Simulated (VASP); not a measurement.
# WS2 (C2/c) in VASP: a series of runs, part 2 of 2

VASP 6.6.1.

## Step 3: Single point, PBEsol (engineering shear strain xz -0.0933, engineering shear strain yz +0.0000)

File INCAR:

```
SYSTEM = WS2
ALGO = Normal
EDIFF = 1E-6
ENCUT = 520
GGA = PS
ISIF = 2
ISMEAR = 0
LASPH = .TRUE.
LCHARG = .TRUE.
LELF = .TRUE.
LREAL = .FALSE.
LVHAR = .TRUE.
LWAVE = .FALSE.
NBANDS = 35
NELM = 60
PREC = Accurate
SIGMA = 0.05
```

File KPOINTS:

```
k-points
0
G
  12 12 2
  0 0 0
```

File POSCAR:

```
WS2
1.0
    3.1462408358      0.0000000000     -0.1467721350
   -1.5731204179      2.7247244902      0.0733860675
   -0.5922989416      0.0000000000     12.6966546967
W S
2 4
Direct
    0.3127404447      0.6254808894      0.2500000000
    0.6872595553      0.3745191106      0.7500000000
    0.3080704924      0.7078154879      0.6263026869
    0.6002550046      0.2921845121      0.1263026869
    0.3997449954      0.7078154879      0.8736973131
    0.6919295076      0.2921845121      0.3736973131
```

Potentials or basis: VASP PAW PBE potentials, release 64 (W_sv, S).

Run with:

```
$ cat potpaw_PBE.64/W_sv/POTCAR potpaw_PBE.64/S/POTCAR > POTCAR
$ mpirun -np 1 vasp_std > vasp.out
```

OUTCAR:

```text
SYSTEM = WS2
   EDIFF = 1E-6
   ENCUT = 520
   GGA = PS
   ISIF = 2
   ISMEAR = 0
   LASPH = .TRUE.
   LREAL = .FALSE.
   NELM = 60
   PREC = Accurate

 ion  position               nearest neighbor table
   1  0.313  0.625  0.250-   4 2.40   6 2.40   6 2.40   4 2.40   6 2.40   4 2.40
   2  0.687  0.375  0.750-   5 2.40   3 2.40   3 2.40   5 2.40   3 2.40   5 2.40
   3  0.308  0.708  0.626-   2 2.40   2 2.40   2 2.40
   4  0.600  0.292  0.126-   1 2.40   1 2.40   1 2.40
   5  0.400  0.708  0.874-   2 2.40   2 2.40   2 2.40
   6  0.692  0.292  0.374-   1 2.40   1 2.40   1 2.40

  LATTYP: Found a base centered monoclinic cell.
 ALAT       =     3.1496624353
 B/A-ratio  =     1.7301692141
 C/A-ratio  =     4.0354999376
 COS(beta)  =    -0.0930973993

  Lattice vectors:

 A1 = (   1.5731204179,  -2.7247244902,  -0.0733860675)
 A2 = (   1.5731204179,   2.7247244902,  -0.0733860675)
 A3 = (  -0.5922989416,   0.0000000000,  12.6966546967)

Analysis of symmetry for initial positions (statically):
=====================================================================
 Subroutine PRICEL returns:
 Original cell was already a primitive cell.

 Routine SETGRP: Setting up the symmetry group for a
 base centered monoclinic supercell.

 Subroutine GETGRP returns: Found  4 space group operations
 (whereof  2 operations were pure point group operations)
 out of a pool of  4 trial point group operations.

The static configuration has the point symmetry S_2 .
 The point group associated with its full space group is C_2h.

Analysis of symmetry for dynamics (positions and initial velocities):
=====================================================================
 Subroutine PRICEL returns:
 Original cell was already a primitive cell.

 Routine SETGRP: Setting up the symmetry group for a
 base centered monoclinic supercell.

 Subroutine GETGRP returns: Found  4 space group operations
 (whereof  2 operations were pure point group operations)
 out of a pool of  4 trial point group operations.

The dynamic configuration has the point symmetry S_2 .
 The point group associated with its full space group is C_2h.

 Subroutine INISYM returns: Found  4 space group operations
 (whereof  2 operations are pure point group operations),
 and found     1 'primitive' translations

----------------------------------------------------------------------------------------

                                     Primitive cell

  volume of cell :     108.6070

  direct lattice vectors                    reciprocal lattice vectors
     3.146240836  0.000000000 -0.146772135     0.318532821  0.183504792  0.014859556
    -1.573120418  2.724724490  0.073386067     0.000000000  0.367009583  0.000000000
    -0.592298942  0.000000000 12.696654697     0.003682209  0.000000000  0.078932679

  length of vectors
     3.149662435  3.147096584 12.710462561     0.367910278  0.367009583  0.079018520

  position of ions in fractional coordinates (direct lattice)
     0.312740445  0.625480889  0.250000000
     0.687259555  0.374519111  0.750000000
     0.308070492  0.707815488  0.626302687
     0.600255005  0.292184512  0.126302687
     0.399744995  0.707815488  0.873697313
     0.691929508  0.292184512  0.373697313

[... 28 lines left out ...]
     0.000000000  0.000000000  0.000000000

 Subroutine IBZKPT returns following result:
 ===========================================

 Found     86 irreducible k-points:

 Following reciprocal coordinates:
            Coordinates               Weight
  0.000000  0.000000  0.000000      1.000000
  0.083333  0.000000  0.000000      4.000000
  0.166667 -0.000000  0.000000      4.000000
  0.250000 -0.000000  0.000000      4.000000
  0.333333  0.000000  0.000000      4.000000
  0.416667 -0.000000  0.000000      4.000000
[... 16 lines left out ...]
  0.333333  0.166667  0.000000      4.000000
  0.416667  0.166667  0.000000      4.000000
 [... further k-points ...]
   k-points           NKPTS =     86   k-points in BZ     NKDIM =     86   number of bands    NBANDS=     35
   number of dos      NEDOS =    301   number of ions     NIONS =      6
   total plane-waves  NPLWV =  55296
   dimension x,y,z NGX =    24 NGY =   24 NGZ =   96
   dimension x,y,z NGXF=    48 NGYF=   48 NGZF=  192
   ions per type =               2   4
   NGX,Y,Z   is equivalent  to a cutoff of  12.67, 12.68, 12.56 a.u.
   NGXF,Y,Z  is equivalent  to a cutoff of  25.34, 25.36, 25.11 a.u.
 SYSTEM =  WS2
   PREC   = accura    normal or accurate (medium, high low for compatibility)
   ISTART =      0    job   : 0-new  1-cont  2-samecut
   ICHARG =      2    charge: 1-file 2-atom 10-const
   ISPIN  =      1    spin polarized calculation?
   LNONCOLLINEAR =      F non collinear calculations
   LSORBIT =      F    spin-orbit coupling
   LASPH  =      T    aspherical Exc in radial PAW
   ENCUT  =  520.0 eV  38.22 Ry    6.18 a.u.   5.86  5.85 23.63*2*pi/ulx,y,z
   NELM   =     60;   NELMIN=  2; NELMDL= -5     # of ELM steps
   EDIFF  = 0.1E-05   stopping-criterion for ELM
   LREAL  =      F    real-space projection
   EDIFFG = 0.1E-04   stopping-criterion for IOM
   NSW    =      0    number of steps for IOM
   IBRION =     -1    ionic relax: 0-MD 1-quasi-New 2-CG
   NFREE  =      0    steps in history (QN), initial steepest desc. (CG)
   ISIF   =      2    stress and relaxation
   ISYM   =      2    0-nonsym 1-usesym 2-fastsym
   POTIM  = 0.5000    time-step for ionic-motion
   TEBEG  =    0.0;   TEEND  =   0.0 temperature during run
   PSTRESS=    0.0 pullay stress
   NELECT =      52.0000    total number of electrons
   NUPDOWN=      -1.0000    fix difference up-down
   EMIN   =  10.00;   EMAX   =-10.00  energy-range for DOS
   EFERMI =   0.00;   METHOD = LEGACY
   ISMEAR =     0;   SIGMA  =   0.05  broadening in eV -4-tet -1-fermi 0-gaus
   EFERMI_NEDOS =   21; number of points for ismear=-14 and -15
   IALGO  =     38    algorithm
   IMIX   =      4    mixing-type and parameters
     AMIX     =   0.40;   BMIX     =  1.00
     AMIX_MAG =   1.60;   BMIX_MAG =  1.00
  volume/ion in A,a.u.               =      18.10       122.15
  Fermi-wavevector in a.u.,A,eV,Ry     =   1.280727  2.420224 22.317129  1.640263
  Thomas-Fermi vector in A             =   2.413138
   LORBIT       =      0    0 simple, 1 ext, 2 COOP (PROOUT), +10 PAW based schemes
   GGA     = PS    functional components
   LHFCALC =     F    Hartree Fock is set to
   AEXX    =    0.0000 exact exchange contribution
   IVDW    =     0    specifies the selected vdW correction
   LEPSILON=     F    determine dielectric tensor
   LRPA    =     F    only Hartree local field effects (RPA)
 non-spin polarized calculation
 Gauss-broadening in eV      SIGMA  =   0.05
  energy-cutoff  :      520.00
  volume of cell :      108.61
 maximum number of plane-waves:      2955
   NGX = 11   NGY = 11   NGZ = 47

 number of electron      51.9999992 magnetization

 Free energy of the ion-electron system (eV)
  ---------------------------------------------------
  ext. energy  EPLUGINS =         0.00000000
  ---------------------------------------------------
  free energy    TOTEN  =       -50.52985615 eV

  energy without entropy =      -50.52985615  energy(sigma->0) =      -50.52985615

 E-fermi :   7.2416     XC(G=0): -10.9527

 val. band max:        7.0352587675   @ k =   0.0000   0.0000   0.0000
 cond. band min:       8.1324723810   @ k =   0.1667   0.1667   0.0000
 fundamental gap:      1.0972136134
 Fermi energy:         7.2415959706

 k-point     1 :       0.0000    0.0000    0.0000
  band No.  band energies     occupation
      1     -67.4252      2.00000
      2     -67.4251      2.00000
      3     -31.7036      2.00000
      4     -31.7035      2.00000
      5     -31.5116      2.00000
      6     -31.5116      2.00000
[... 901 lines left out ...]
     34      11.6028      0.00000
     35      12.2325      0.00000

 [... further k-points ...]
[... 5 lines left out ...]
  --------------------------------------------------------------------------------------
  -------------------------------------------------------------------------------------
  Total        0.0031414      0.2029686      0.5097649      0.0000000      0.0000000      0.3908597
  in kB        0.0463418      2.9942062      7.5200864      0.0000000      0.0000000      5.7659891
  external PRESSURE =       3.5202115 kB  Pullay stress =       0.0000000 kB

 VOLUME and BASIS-vectors are now :
 -----------------------------------------------------------------------------
  energy-cutoff  :      520.00
  volume of cell :      108.61
      direct lattice vectors                 reciprocal lattice vectors
     3.146240836  0.000000000 -0.146772135     0.318532821  0.183504792  0.014859556
    -1.573120418  2.724724490  0.073386067     0.000000000  0.367009583  0.000000000
    -0.592298942  0.000000000 12.696654697     0.003682209  0.000000000  0.078932679

 POSITION                                       TOTAL-FORCE (eV/Angst)
 -----------------------------------------------------------------------------------
     -0.14807      1.70426      3.17416         0.000000     -0.000310      0.000000
      1.12890      1.02046      9.44910         0.000000      0.000310      0.000000
     -0.51517      1.92860      7.95868        -0.001118     -0.000108     -0.019218
      1.35410      0.79612      1.53696        -0.001118      0.000108     -0.019218
     -0.37327      1.92860     11.08631         0.001118     -0.000108      0.019218
      1.49599      0.79612      4.66459         0.001118      0.000108      0.019218
 -----------------------------------------------------------------------------------
    total drift:                                0.000000      0.000000      0.000000

  FREE ENERGIE OF THE ION-ELECTRON SYSTEM (eV)
  ---------------------------------------------------
  free  energy   TOTEN  =       -50.5298561489 eV

  energy  without entropy=      -50.5298561489  energy(sigma->0) =      -50.52985615
```

OSZICAR:

```text
N       E                     dE             d eps       ncg     rms          rms(c)
DAV:   1     0.510861391300E+03    0.51086E+03   -0.28349E+04  6612   0.148E+03
DAV:   2    -0.197481464505E+02   -0.53061E+03   -0.51203E+03  6978   0.408E+02
DAV:   3    -0.522823131127E+02   -0.32534E+02   -0.31942E+02  7458   0.962E+01
DAV:   4    -0.530845614837E+02   -0.80225E+00   -0.79826E+00  7326   0.157E+01
DAV:   5    -0.531010660637E+02   -0.16505E-01   -0.16493E-01  7272   0.241E+00    0.397E+01
DAV:   6    -0.509037247533E+02    0.21973E+01   -0.72481E+00  6858   0.182E+01    0.166E+01
DAV:   7    -0.506673791281E+02    0.23635E+00   -0.23884E+00  6564   0.785E+00    0.646E+00
DAV:   8    -0.505318082149E+02    0.13557E+00   -0.37617E-01  6851   0.418E+00    0.207E+00
DAV:   9    -0.505326121823E+02   -0.80397E-03   -0.48843E-02  7517   0.112E+00    0.113E+00
DAV:  10    -0.505303681713E+02    0.22440E-02   -0.24883E-02  7153   0.102E+00    0.435E-01
DAV:  11    -0.505298562720E+02    0.51190E-03   -0.42237E-03  6609   0.400E-01    0.175E-01
DAV:  12    -0.505298377154E+02    0.18557E-04   -0.17311E-04  6804   0.787E-02    0.643E-02
DAV:  13    -0.505298533881E+02   -0.15673E-04   -0.24365E-05  6947   0.288E-02    0.436E-02
DAV:  14    -0.505298569646E+02   -0.35764E-05   -0.16720E-05  6357   0.228E-02    0.286E-02
DAV:  15    -0.505298561489E+02    0.81564E-06   -0.32501E-06  5546   0.127E-02
   1 F= -.50529856E+02 E0= -.50529856E+02  d E =-.393514E-11
```

It took 2.1 min on 1 thread of Intel Xeon 6975P-C (Granite Rapids), shared host; peak memory 0.39 GiB.

What came out:

* Free energy: -50.5299 eV
* Pressure: 0.4 GPa
* Largest force: 0.019 eV/Å
* Band gap on the k mesh: 1.10 eV (least direct gap 1.87 eV)

Forces on the atoms (eV/Å):
```
W    0.000  0.000  0.000
W    0.000  0.000  0.000
S   -0.001  0.000 -0.019
S   -0.001  0.000 -0.019
S    0.001  0.000  0.019
S    0.001  0.000  0.019
```

Stress tensor (GPa, compression positive):
```
0.00 0.00 0.58
0.00 0.30 0.00
0.58 0.00 0.75
```

Levels at points of the mesh, in eV from the valence-band top:
| k point | band 23 | band 24 | band 25 | band 26 | band 27 | band 28 | band 29 | band 30 |
| --- | --- | --- | --- | --- | --- | --- | --- | --- |
| (0.00, 0.00, 0.00) | -2.12 | -1.64 | -1.16 | 0.00 | 2.39 | 2.40 | 2.41 | 2.44 |
| (0.50, 0.00, 0.00) | -1.82 | -1.70 | -1.52 | -1.48 | 2.43 | 2.45 | 2.68 | 2.92 |
| (0.00, 0.50, 0.00) | -1.79 | -1.74 | -1.65 | -1.45 | 2.44 | 2.45 | 2.77 | 2.95 |
| (0.00, 0.00, 0.50) | -2.13 | -2.13 | -0.34 | -0.34 | 2.38 | 2.38 | 2.45 | 2.45 |
| (0.50, 0.00, 0.50) | -1.78 | -1.74 | -1.67 | -1.40 | 2.44 | 2.44 | 2.78 | 2.92 |
| (0.00, 0.50, 0.50) | -1.78 | -1.78 | -1.51 | -1.51 | 2.44 | 2.44 | 2.87 | 2.87 |

Caveat: the cell differs from its parent crystal (engineering shear strain xz -0.0933, engineering shear strain yz +0.0000); the PAW data sets were made with another functional, which shifts forces and pressure a little; spin-orbit coupling is left out, which moves the levels of the heavy elements; this functional lacks dispersion, which binds the layers, so the pressure and a relaxed spacing across them are unreliable. A k mesh can miss the band edges.
